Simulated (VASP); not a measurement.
# NaF in VASP: further runs

The runs below take NaF through electric field gradients, with LDA.

Everything below comes from runs of VASP 6.6.1. Logs are shortened: lines on timing, memory, paths and dates and some standing lists are left out, and cuts for length are marked.

## 1. The cell of the first run

It takes space group I4/mmm (No. 139, tetragonal). The conventional cell has a = 3.286 Å, b = 3.286 Å, c = 4.600 Å, α = 90.00°, β = 90.00°, γ = 90.00°. Within 3.0 Å of Na (site symmetry 4/mmm) lie 6 F at 2.30 to 2.32 Å. Within 3.0 Å of F (site symmetry 4/mmm) lie 6 Na at 2.30 to 2.32 Å.

## 2. Electric field gradients, LDA (zz strain of -1 %)

Input file INCAR:

```
SYSTEM = NaF
PREC = Accurate ; ENCUT = 520
EDIFF = 1E-8 ; ISMEAR = -1
SIGMA = 0.02 ; LREAL = .FALSE.
LASPH = .TRUE. ; NELM = 80
ALGO = Normal ; ISIF = 2
LWAVE = .FALSE. ; LCHARG = .FALSE.
LEFG = .TRUE. ; NBANDS = 14
```

Input file KPOINTS:

```
regular mesh
0
G
  10 10 10
  0 0 0
```

Input file POSCAR:

```
NaF
1.0
    0.0000000000      2.3233000000      2.3000670000
    2.3233000000      0.0000000000      2.3000670000
    2.3233000000      2.3233000000      0.0000000000
Na F
1 1
Direct
    0.0000000000      0.0000000000      0.0000000000
    0.5000000000      0.5000000000      0.5000000000
```

Potentials or basis: VASP PAW LDA potentials, release 64 (Na_pv, F).

Launch:

```
$ cat potpaw_LDA.64/Na_pv/POTCAR potpaw_LDA.64/F/POTCAR > POTCAR
$ mpirun -np 1 vasp_std > vasp.out
```

OUTCAR:

```text
SYSTEM = NaF
   PREC = Accurate
   ENCUT = 520
   EDIFF = 1E-8
   ISMEAR = -1
   LREAL = .FALSE.
   LASPH = .TRUE.
   NELM = 80
   ISIF = 2

 ion  position               nearest neighbor table
   1  0.000  0.000  0.000-   2 2.30   2 2.30   2 2.32   2 2.32   2 2.32   2 2.32
   2  0.500  0.500  0.500-   1 2.30   1 2.30   1 2.32   1 2.32   1 2.32   1 2.32

  LATTYP: Found a body centered tetragonal cell.
 ALAT       =     3.2856423695
 C/A-ratio  =     1.4000714267

  Lattice vectors:

 A1 = (   0.0000000000,  -2.3233000000,  -2.3000670000)
 A2 = (   0.0000000000,   2.3233000000,  -2.3000670000)
 A3 = (   2.3233000000,   0.0000000000,   2.3000670000)

Analysis of symmetry for initial positions (statically):
=====================================================================
 Subroutine PRICEL returns:
 Original cell was already a primitive cell.

 Routine SETGRP: Setting up the symmetry group for a
 body centered tetragonal supercell.

 Subroutine GETGRP returns: Found 16 space group operations
 (whereof 16 operations were pure point group operations)
 out of a pool of 16 trial point group operations.

The static configuration has the point symmetry D_4h.

Analysis of symmetry for dynamics (positions and initial velocities):
=====================================================================
 Subroutine PRICEL returns:
 Original cell was already a primitive cell.

 Routine SETGRP: Setting up the symmetry group for a
 body centered tetragonal supercell.

 Subroutine GETGRP returns: Found 16 space group operations
 (whereof 16 operations were pure point group operations)
 out of a pool of 16 trial point group operations.

The dynamic configuration has the point symmetry D_4h.

 Subroutine INISYM returns: Found 16 space group operations
 (whereof 16 operations are pure point group operations),
 and found     1 'primitive' translations

----------------------------------------------------------------------------------------

                                     Primitive cell

  volume of cell :      24.8302

  direct lattice vectors                    reciprocal lattice vectors
     0.000000000  2.323300000  2.300067000    -0.215211122  0.215211122  0.217384972
     2.323300000  0.000000000  2.300067000     0.215211122 -0.215211122  0.217384972
     2.323300000  2.323300000  0.000000000     0.215211122  0.215211122 -0.217384972

  length of vectors
     3.269255434  3.269255434  3.285642369     0.374015882  0.374015882  0.374015882

  position of ions in fractional coordinates (direct lattice)
     0.000000000  0.000000000  0.000000000
     0.500000000  0.500000000  0.500000000

  ion indices of the primitive-cell ions
   primitive index   ion index
                 1           1
                 2           2

----------------------------------------------------------------------------------------

 KPOINTS: regular mesh

Automatic generation of k-mesh.
 Grid dimensions read from file:
 generate k-points for:   10   10   10

 Generating k-lattice:

  Cartesian coordinates                     Fractional coordinates (reciprocal lattice)
    -0.021521112  0.021521112  0.021738497     0.100000000  0.000000000  0.000000000
     0.021521112 -0.021521112  0.021738497     0.000000000  0.100000000  0.000000000
     0.021521112  0.021521112 -0.021738497    -0.000000000 -0.000000000  0.100000000

  Length of vectors
     0.037401588  0.037401588  0.037401588

  Shift w.r.t. Gamma in fractional coordinates (k-lattice)
     0.000000000  0.000000000  0.000000000

 Subroutine IBZKPT returns following result:
 ===========================================

 Found    102 irreducible k-points:

 Following reciprocal coordinates:
            Coordinates               Weight
  0.000000  0.000000  0.000000      1.000000
  0.100000  0.000000  0.000000      8.000000
  0.200000  0.000000  0.000000      8.000000
  0.300000  0.000000  0.000000      8.000000
  0.400000  0.000000  0.000000      8.000000
  0.500000  0.000000  0.000000      4.000000
[... 16 lines left out ...]
  0.300000  0.300000  0.000000      2.000000
  0.400000  0.300000  0.000000      8.000000
 [... further k-points ...]
   k-points           NKPTS =    102   k-points in BZ     NKDIM =    102   number of bands    NBANDS=     14
   number of dos      NEDOS =    301   number of ions     NIONS =      2
   total plane-waves  NPLWV =  13824
   dimension x,y,z NGX =    24 NGY =   24 NGZ =   24
   dimension x,y,z NGXF=    48 NGYF=   48 NGZF=   48
   ions per type =               1   1
   NGX,Y,Z   is equivalent  to a cutoff of  12.20, 12.20, 12.14 a.u.
   NGXF,Y,Z  is equivalent  to a cutoff of  24.41, 24.41, 24.29 a.u.
 SYSTEM =  NaF
   PREC   = accura    normal or accurate (medium, high low for compatibility)
   ISTART =      0    job   : 0-new  1-cont  2-samecut
   ICHARG =      2    charge: 1-file 2-atom 10-const
   ISPIN  =      1    spin polarized calculation?
   LNONCOLLINEAR =      F non collinear calculations
   LSORBIT =      F    spin-orbit coupling
   LASPH  =      T    aspherical Exc in radial PAW
   ENCUT  =  520.0 eV  38.22 Ry    6.18 a.u.   6.08  6.08  6.11*2*pi/ulx,y,z
   NELM   =     80;   NELMIN=  2; NELMDL= -5     # of ELM steps
   EDIFF  = 0.1E-07   stopping-criterion for ELM
   LREAL  =      F    real-space projection
   EDIFFG = 0.1E-06   stopping-criterion for IOM
   NSW    =      0    number of steps for IOM
   IBRION =     -1    ionic relax: 0-MD 1-quasi-New 2-CG
   NFREE  =      0    steps in history (QN), initial steepest desc. (CG)
   ISIF   =      2    stress and relaxation
   ISYM   =      2    0-nonsym 1-usesym 2-fastsym
   POTIM  = 0.5000    time-step for ionic-motion
   TEBEG  =    0.0;   TEEND  =   0.0 temperature during run
   PSTRESS=    0.0 pullay stress
   NELECT =      14.0000    total number of electrons
   NUPDOWN=      -1.0000    fix difference up-down
   EMIN   =  10.00;   EMAX   =-10.00  energy-range for DOS
   EFERMI =   0.00;   METHOD = LEGACY
   ISMEAR =    -1;   SIGMA  =   0.02  broadening in eV -4-tet -1-fermi 0-gaus
   EFERMI_NEDOS =   21; number of points for ismear=-14 and -15
   IALGO  =     38    algorithm
   IMIX   =      4    mixing-type and parameters
     AMIX     =   0.40;   BMIX     =  1.00
     AMIX_MAG =   1.60;   BMIX_MAG =  1.00
  volume/ion in A,a.u.               =      12.42        83.78
  Fermi-wavevector in a.u.,A,eV,Ry     =   1.352458  2.555775 24.887000  1.829143
  Thomas-Fermi vector in A             =   2.479795
   LORBIT       =      0    0 simple, 1 ext, 2 COOP (PROOUT), +10 PAW based schemes
   GGA     = CA    functional components
   LHFCALC =     F    Hartree Fock is set to
   AEXX    =    0.0000 exact exchange contribution
   IVDW    =     0    specifies the selected vdW correction
   LEPSILON=     F    determine dielectric tensor
   LRPA    =     F    only Hartree local field effects (RPA)
 non-spin polarized calculation
  energy-cutoff  :      520.00
  volume of cell :       24.83
 maximum number of plane-waves:       681
   NGX = 13   NGY = 13   NGZ = 13

 number of electron      13.9999980 magnetization

 Free energy of the ion-electron system (eV)
  ---------------------------------------------------
  ext. energy  EPLUGINS =         0.00000000
  ---------------------------------------------------
  free energy    TOTEN  =        -9.30609866 eV

  energy without entropy =       -9.30609866  energy(sigma->0) =       -9.30609866

 E-fermi :  -1.9650     XC(G=0):  -9.9534

 val. band max:       -2.5033497207   @ k =   0.0000   0.0000   0.0000
 cond. band min:       3.4616087009   @ k =   0.0000   0.0000   0.0000
 fundamental gap:      5.9649584215
 Fermi energy:        -1.9649564089

 k-point     1 :       0.0000    0.0000    0.0000
  band No.  band energies     occupation
      1     -21.2671      2.00000
      2     -21.2592      2.00000
      3     -21.2592      2.00000
      4     -21.2567      2.00000
      5      -2.5042      2.00000
      6      -2.5034      2.00000
      7      -2.5033      2.00000
      8       3.4616      0.00000
      9      16.0202      0.00000
     10      16.0202      0.00000
     11      16.0939      0.00000
     12      18.8597      0.00000
     13      20.9444      0.00000
     14      21.2364      0.00000
[... 377 lines left out ...]
      1     -21.6918      2.00000
      2     -21.3100      2.00000
      3     -21.3035      2.00000
      4     -20.6938      2.00000
      5      -3.7337      2.00000
      6      -2.9091      2.00000
      7      -2.8527      2.00000
      8       7.7600      0.00000
      9      10.8427      0.00000
     10      13.9259      0.00000
     11      16.6330      0.00000
     12      16.6463      0.00000
     13      22.6209      0.00000
     14      23.6415      0.00000

 [... further k-points ...]

------------------------ aborting loop because EDIFF is reached ----------------------------------------

  FORCE on cell =-STRESS in cart. coord.  units (eV):
  Direction    XX          YY          ZZ          XY          YZ          ZX
  --------------------------------------------------------------------------------------
  -------------------------------------------------------------------------------------
  Total       -0.7038175     -0.7038175     -0.5952277      0.0000000     -0.0000000      0.0000000
  in kB      -45.4139817    -45.4139817    -38.4071995      0.0000000     -0.0000000      0.0000000
  external PRESSURE =     -43.0783877 kB  Pullay stress =       0.0000000 kB

 VOLUME and BASIS-vectors are now :
 -----------------------------------------------------------------------------
  energy-cutoff  :      520.00
  volume of cell :       24.83
      direct lattice vectors                 reciprocal lattice vectors
     0.000000000  2.323300000  2.300067000    -0.215211122  0.215211122  0.217384972
     2.323300000  0.000000000  2.300067000     0.215211122 -0.215211122  0.217384972
     2.323300000  2.323300000  0.000000000     0.215211122  0.215211122 -0.217384972

 POSITION                                       TOTAL-FORCE (eV/Angst)
 -----------------------------------------------------------------------------------
      0.00000      0.00000      0.00000         0.000000      0.000000     -0.000000
      2.32330      2.32330      2.30007         0.000000      0.000000      0.000000
 -----------------------------------------------------------------------------------
    total drift:                                0.000000     -0.000000      0.000000

  FREE ENERGIE OF THE ION-ELECTRON SYSTEM (eV)
  ---------------------------------------------------
  free  energy   TOTEN  =        -9.3060986647 eV

  energy  without entropy=       -9.3060986647  energy(sigma->0) =       -9.30609866

 Electric field gradients (V/A^2)
---------------------------------------------------------------------
 ion       V_xx      V_yy      V_zz      V_xy      V_xz      V_yz
---------------------------------------------------------------------
   1       0.743     0.743    -1.486     0.001     0.002     0.002
   2       0.410     0.410    -0.820     0.007     0.009     0.009
---------------------------------------------------------------------

 Electric field gradients after diagonalization (V/A^2)
 (convention: |V_zz| > |V_xx| > |V_yy|)
----------------------------------------------------------------------
 ion       V_xx      V_yy      V_zz     asymmetry (V_yy - V_xx)/ V_zz
----------------------------------------------------------------------
   1       0.744     0.742    -1.486       0.001
   2       0.417     0.403    -0.820       0.018
----------------------------------------------------------------------

           NMR quadrupolar parameters

 Cq : quadrupolar parameter    Cq=e*Q*V_zz/h
 eta: asymmetry parameters     (V_yy - V_xx)/ V_zz
 Q  : nuclear electric quadrupole moment in mb (millibarn)
----------------------------------------------------------------------
 ion       Cq(MHz)       eta       Q (mb)
----------------------------------------------------------------------
   1      -0.004       0.001       1.000
   2      -0.002       0.018       1.000
----------------------------------------------------------------------
```

Run time: 14 s. Hardware: 1 thread of Intel Xeon Platinum 8488C (Sapphire Rapids), shared host; peak memory 0.14 GiB.

Results:

```yaml
Free_energy: -9.3061 eV
Pressure: -4.3 GPa
Band_gap_on_the_k_mesh: 5.96 eV, direct
```

Levels at points of the mesh, in eV from the valence-band top:
```tsv
k point	band 5	band 6	band 7	band 8	band 9	band 10
(0.00, 0.00, 0.00)	0.00	0.00	0.00	5.96	18.52	18.52
(0.50, 0.00, 0.00)	-1.67	-0.27	-0.26	10.39	12.11	19.59
(0.50, 0.50, 0.00)	-1.32	-0.43	-0.43	12.78	12.85	13.29
(0.50, 0.00, 0.50)	-1.34	-0.42	-0.41	12.72	12.88	13.25
```

Electric field gradients, principal values (V/Å²):
```csv
atom,least,middle,greatest (by size)
1 Na,0.742,0.744,-1.486
2 F,0.403,0.417,-0.820
```

Caveat: the cell differs from its parent crystal (zz strain of -1 %); without QUAD_EFG the Cq values of the log hold for a quadrupole moment of 1 mb, not for the nuclei.

(Continued in part 2 of 2.)
